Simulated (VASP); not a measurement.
# BaTe (Pm-3m) in VASP: single point with PBEsol

Aim: the single point of BaTe with PBEsol.

Everything below comes from runs of VASP 6.6.1. Logs are shortened: lines on timing, memory, paths and dates and some standing lists are left out, and cuts for length are marked.

**1. The cell of the first run**

The structure is cubic, space group Pm-3m (No. 221). The conventional cell has a = 4.262 Å, b = 4.262 Å, c = 4.262 Å, α = 90.00°, β = 90.00°, γ = 90.00°. Within 4.8 Å of Ba (site symmetry m-3m) lie 8 Te at 3.69 Å and 6 Ba at 4.26 Å. Te (site symmetry m-3m) has 8 Ba at 3.69 Å and 6 Te at 4.26 Å within 4.8 Å.

**2. Single point, PBEsol**

INCAR

```
SYSTEM = BaTe
  ALGO = Normal
  EDIFF = 1E-6
  ENCUT = 520
  GGA = PS
  ISIF = 2
  ISMEAR = 0
  LASPH = .True.
  LCHARG = .False.
  LREAL = .False.
  LWAVE = .False.
  NBANDS = 15
  NELM = 100
  PREC = Accurate
  SIGMA = 0.01
```

KPOINTS

```
k-points
0
Gamma
  4 4 4
  0 0 0
```

POSCAR

```
BaTe
1.0
    4.2624700000      0.0000000000      0.0000000000
    0.0000000000      4.2624700000      0.0000000000
    0.0000000000      0.0000000000      4.2624700000
Ba Te
1 1
Direct
    0.0000000000      0.0000000000      0.0000000000
    0.5000000000      0.5000000000      0.5000000000
```

Potentials or basis: VASP PAW PBE potentials, release 64 (Ba_sv, Te).

Started as:

```
$ cat potpaw_PBE.64/Ba_sv/POTCAR potpaw_PBE.64/Te/POTCAR > POTCAR
$ mpirun -np 1 vasp_std > vasp.out
```

OUTCAR:

```text
SYSTEM = BaTe
   EDIFF = 1E-6
   ENCUT = 520
   GGA = PS
   ISIF = 2
   ISMEAR = 0
   LASPH = .True.
   LREAL = .False.
   NELM = 100
   PREC = Accurate

 ion  position               nearest neighbor table
   1  0.000  0.000  0.000-   2 3.69   2 3.69   2 3.69   2 3.69   2 3.69   2 3.69   2 3.69   2 3.69

   2  0.500  0.500  0.500-   1 3.69   1 3.69   1 3.69   1 3.69   1 3.69   1 3.69   1 3.69   1 3.69

  LATTYP: Found a simple cubic cell.
 ALAT       =     4.2624700000

  Lattice vectors:

 A1 = (   4.2624700000,   0.0000000000,   0.0000000000)
 A2 = (   0.0000000000,   4.2624700000,   0.0000000000)
 A3 = (   0.0000000000,   0.0000000000,   4.2624700000)

Analysis of symmetry for initial positions (statically):
=====================================================================
 Subroutine PRICEL returns:
 Original cell was already a primitive cell.

 Routine SETGRP: Setting up the symmetry group for a
 simple cubic supercell.

 Subroutine GETGRP returns: Found 48 space group operations
 (whereof 48 operations were pure point group operations)
 out of a pool of 48 trial point group operations.

The static configuration has the point symmetry O_h .

Analysis of symmetry for dynamics (positions and initial velocities):
=====================================================================
 Subroutine PRICEL returns:
 Original cell was already a primitive cell.

 Routine SETGRP: Setting up the symmetry group for a
 simple cubic supercell.

 Subroutine GETGRP returns: Found 48 space group operations
 (whereof 48 operations were pure point group operations)
 out of a pool of 48 trial point group operations.

The dynamic configuration has the point symmetry O_h .

 Subroutine INISYM returns: Found 48 space group operations
 (whereof 48 operations are pure point group operations),
 and found     1 'primitive' translations

----------------------------------------------------------------------------------------

                                     Primitive cell

  volume of cell :      77.4433

  direct lattice vectors                    reciprocal lattice vectors
     4.262470000  0.000000000  0.000000000     0.234605757  0.000000000  0.000000000
     0.000000000  4.262470000  0.000000000     0.000000000  0.234605757  0.000000000
     0.000000000  0.000000000  4.262470000     0.000000000  0.000000000  0.234605757

  length of vectors
     4.262470000  4.262470000  4.262470000     0.234605757  0.234605757  0.234605757

  position of ions in fractional coordinates (direct lattice)
     0.000000000  0.000000000  0.000000000
     0.500000000  0.500000000  0.500000000

  ion indices of the primitive-cell ions
   primitive index   ion index
                 1           1
                 2           2

----------------------------------------------------------------------------------------

 KPOINTS: k-points

Automatic generation of k-mesh.
 Grid dimensions read from file:
 generate k-points for:    4    4    4

 Generating k-lattice:

  Cartesian coordinates                     Fractional coordinates (reciprocal lattice)
     0.058651439  0.000000000  0.000000000     0.250000000  0.000000000  0.000000000
     0.000000000  0.058651439  0.000000000     0.000000000  0.250000000  0.000000000
     0.000000000  0.000000000  0.058651439     0.000000000  0.000000000  0.250000000

  Length of vectors
     0.058651439  0.058651439  0.058651439

  Shift w.r.t. Gamma in fractional coordinates (k-lattice)
     0.000000000  0.000000000  0.000000000

 Subroutine IBZKPT returns following result:
 ===========================================

 Found     10 irreducible k-points:

 Following reciprocal coordinates:
            Coordinates               Weight
  0.000000  0.000000  0.000000      1.000000
  0.250000  0.000000  0.000000      6.000000
  0.500000  0.000000  0.000000      3.000000
  0.250000  0.250000  0.000000     12.000000
  0.500000  0.250000  0.000000     12.000000
  0.500000  0.500000  0.000000      3.000000
  0.250000  0.250000  0.250000      8.000000
  0.500000  0.250000  0.250000     12.000000
  0.500000  0.500000  0.250000      6.000000
  0.500000  0.500000  0.500000      1.000000
   k-points           NKPTS =     10   k-points in BZ     NKDIM =     10   number of bands    NBANDS=     15
   number of dos      NEDOS =    301   number of ions     NIONS =      2
   total plane-waves  NPLWV =  32768
   dimension x,y,z NGX =    32 NGY =   32 NGZ =   32
   dimension x,y,z NGXF=    64 NGYF=   64 NGZF=   64
   ions per type =               1   1
   NGX,Y,Z   is equivalent  to a cutoff of  12.48, 12.48, 12.48 a.u.
   NGXF,Y,Z  is equivalent  to a cutoff of  24.96, 24.96, 24.96 a.u.
 SYSTEM =  BaTe
   PREC   = accura    normal or accurate (medium, high low for compatibility)
   ISTART =      0    job   : 0-new  1-cont  2-samecut
   ICHARG =      2    charge: 1-file 2-atom 10-const
   ISPIN  =      1    spin polarized calculation?
   LNONCOLLINEAR =      F non collinear calculations
   LSORBIT =      F    spin-orbit coupling
   LASPH  =      T    aspherical Exc in radial PAW
   ENCUT  =  520.0 eV  38.22 Ry    6.18 a.u.   7.93  7.93  7.93*2*pi/ulx,y,z
   NELM   =    100;   NELMIN=  2; NELMDL= -5     # of ELM steps
   EDIFF  = 0.1E-05   stopping-criterion for ELM
   LREAL  =      F    real-space projection
   EDIFFG = 0.1E-04   stopping-criterion for IOM
   NSW    =      0    number of steps for IOM
   IBRION =     -1    ionic relax: 0-MD 1-quasi-New 2-CG
   NFREE  =      0    steps in history (QN), initial steepest desc. (CG)
   ISIF   =      2    stress and relaxation
   ISYM   =      2    0-nonsym 1-usesym 2-fastsym
   POTIM  = 0.5000    time-step for ionic-motion
   TEBEG  =    0.0;   TEEND  =   0.0 temperature during run
   PSTRESS=    0.0 pullay stress
   NELECT =      16.0000    total number of electrons
   NUPDOWN=      -1.0000    fix difference up-down
   EMIN   =  10.00;   EMAX   =-10.00  energy-range for DOS
   EFERMI =   0.00;   METHOD = LEGACY
   ISMEAR =     0;   SIGMA  =   0.01  broadening in eV -4-tet -1-fermi 0-gaus
   EFERMI_NEDOS =   21; number of points for ismear=-14 and -15
   IALGO  =     38    algorithm
   IMIX   =      4    mixing-type and parameters
     AMIX     =   0.40;   BMIX     =  1.00
     AMIX_MAG =   1.60;   BMIX_MAG =  1.00
  volume/ion in A,a.u.               =      38.72       261.31
  Fermi-wavevector in a.u.,A,eV,Ry     =   0.967803  1.828882 12.743789  0.936642
  Thomas-Fermi vector in A             =   2.097719
   LORBIT       =      0    0 simple, 1 ext, 2 COOP (PROOUT), +10 PAW based schemes
   GGA     = PS    functional components
   LHFCALC =     F    Hartree Fock is set to
   AEXX    =    0.0000 exact exchange contribution
   IVDW    =     0    specifies the selected vdW correction
   LEPSILON=     F    determine dielectric tensor
   LRPA    =     F    only Hartree local field effects (RPA)
 non-spin polarized calculation
 Gauss-broadening in eV      SIGMA  =   0.01
  energy-cutoff  :      520.00
  volume of cell :       77.44
 maximum number of plane-waves:      2176
 NGX is ok and might be reduce to    32
   NGX = 15   NGY = 15   NGZ = 15

 number of electron      16.0000000 magnetization

 Free energy of the ion-electron system (eV)
  ---------------------------------------------------
  ext. energy  EPLUGINS =         0.00000000
  ---------------------------------------------------
  free energy    TOTEN  =        -8.87086119 eV

  energy without entropy =       -8.87086119  energy(sigma->0) =       -8.87086119

 E-fermi :   3.7533     XC(G=0):  -8.9295

 val. band max:        3.7075466820   @ k =   0.5000   0.5000   0.0000
 cond. band min:       4.3922327530   @ k =   0.0000   0.0000   0.0000
 fundamental gap:      0.6846860710
 Fermi energy:         3.7532902380

 k-point     1 :       0.0000    0.0000    0.0000
  band No.  band energies     occupation
      1     -24.4094      2.00000
      2      -9.4251      2.00000
      3      -9.4251      2.00000
      4      -9.4251      2.00000
      5      -6.6939      2.00000
      6       3.3243      2.00000
      7       3.3243      2.00000
      8       3.3243      2.00000
      9       4.3922      0.00000
     10       4.3922      0.00000
     11       5.9036      0.00000
     12       8.2106      0.00000
     13       8.2106      0.00000
     14       8.2106      0.00000
     15      12.1048      0.00000

 k-point     2 :       0.2500    0.0000    0.0000
  band No.  band energies     occupation
      1     -24.3963      2.00000
      2      -9.7279      2.00000
      3      -9.3997      2.00000
      4      -9.3997      2.00000
      5      -6.3162      2.00000
      6       1.3834      2.00000
      7       3.0690      2.00000
      8       3.0690      2.00000
      9       4.7208      0.00000
     10       5.9656      0.00000
     11       7.7380      0.00000
     12       8.3926      0.00000
     13       8.4858      0.00000
     14       8.4858      0.00000
     15       9.8350      0.00000

 k-point     3 :       0.5000    0.0000    0.0000
  band No.  band energies     occupation
      1     -24.3830      2.00000
      2      -9.9856      2.00000
      3      -9.3739      2.00000
      4      -9.3739      2.00000
      5      -5.9400      2.00000
      6       0.2697      2.00000
      7       2.8230      2.00000
      8       2.8230      2.00000
      9       5.1859      0.00000
     10       8.4715      0.00000
     11       8.5258      0.00000
     12       8.5754      0.00000
     13       8.6047      0.00000
     14       9.1724      0.00000
     15       9.1724      0.00000
[... 91 lines left out ...]
 k-point     9 :       0.5000    0.5000    0.2500
  band No.  band energies     occupation
      1     -24.3462      2.00000
      2      -9.7410      2.00000
      3      -9.7410      2.00000
      4      -9.5230      2.00000
      5      -5.9575      2.00000
      6       1.1739      2.00000
      7       1.1739      2.00000
      8       1.8521      2.00000
      9       5.8877      0.00000
     10       7.2851      0.00000
     11       7.2851      0.00000
     12       8.4844      0.00000
     13       9.9506      0.00000
     14      10.5597      0.00000
     15      11.1288      0.00000

 k-point    10 :       0.5000    0.5000    0.5000
  band No.  band energies     occupation
      1     -24.3343      2.00000
      2      -9.6996      2.00000
      3      -9.6996      2.00000
      4      -9.6996      2.00000
      5      -5.7568      2.00000
      6       0.7767      2.00000
      7       0.7767      2.00000
      8       0.7767      2.00000
      9       8.3360      0.00000
     10       8.3360      0.00000
     11       8.3360      0.00000
     12       9.9480      0.00000
     13       9.9480      0.00000
     14       9.9480      0.00000
     15      10.0332      0.00000

------------------------ aborting loop because EDIFF is reached ----------------------------------------

  FORCE on cell =-STRESS in cart. coord.  units (eV):
  Direction    XX          YY          ZZ          XY          YZ          ZX
  --------------------------------------------------------------------------------------
  -------------------------------------------------------------------------------------
  Total       -0.7783278     -0.7783278     -0.7783278     -0.0000000     -0.0000000     -0.0000000
  in kB      -16.1023443    -16.1023443    -16.1023443     -0.0000000     -0.0000000     -0.0000000
  external PRESSURE =     -16.1023443 kB  Pullay stress =       0.0000000 kB

 VOLUME and BASIS-vectors are now :
 -----------------------------------------------------------------------------
  energy-cutoff  :      520.00
  volume of cell :       77.44
      direct lattice vectors                 reciprocal lattice vectors
     4.262470000  0.000000000  0.000000000     0.234605757  0.000000000  0.000000000
     0.000000000  4.262470000  0.000000000     0.000000000  0.234605757  0.000000000
     0.000000000  0.000000000  4.262470000     0.000000000  0.000000000  0.234605757

 POSITION                                       TOTAL-FORCE (eV/Angst)
 -----------------------------------------------------------------------------------
      0.00000      0.00000      0.00000         0.000000      0.000000      0.000000
      2.13124      2.13124      2.13124         0.000000      0.000000      0.000000
 -----------------------------------------------------------------------------------
    total drift:                                0.000000      0.000000     -0.000000

  FREE ENERGIE OF THE ION-ELECTRON SYSTEM (eV)
  ---------------------------------------------------
  free  energy   TOTEN  =        -8.8708611870 eV

  energy  without entropy=       -8.8708611870  energy(sigma->0) =       -8.87086119
```

Wall time 10 s (1 thread of Intel Xeon Platinum 8488C (Sapphire Rapids), shared host); peak memory 0.17 GiB.

Results:

| Item | Value |
| --- | --- |
| Free energy | -8.8709 eV |
| Pressure | -1.6 GPa |
| Band gap on the k mesh | 0.68 eV, indirect (least direct gap 0.87 eV) |

Levels at points of the mesh, in eV from the valence-band top:
```csv
k point,band 6,band 7,band 8,band 9,band 10,band 11
"(0.00, 0.00, 0.00)",-0.38,-0.38,-0.38,0.68,0.68,2.20
"(0.50, 0.00, 0.00)",-3.44,-0.88,-0.88,1.48,4.76,4.82
"(0.50, 0.50, 0.00)",-2.07,-2.07,0.00,0.87,2.43,2.85
"(0.50, 0.50, 0.50)",-2.93,-2.93,-2.93,4.63,4.63,4.63
```

Caveat: the PAW data sets were made with another functional, which shifts forces and pressure a little; spin-orbit coupling is left out, which moves the levels of the heavy elements. A k mesh can miss the band edges.
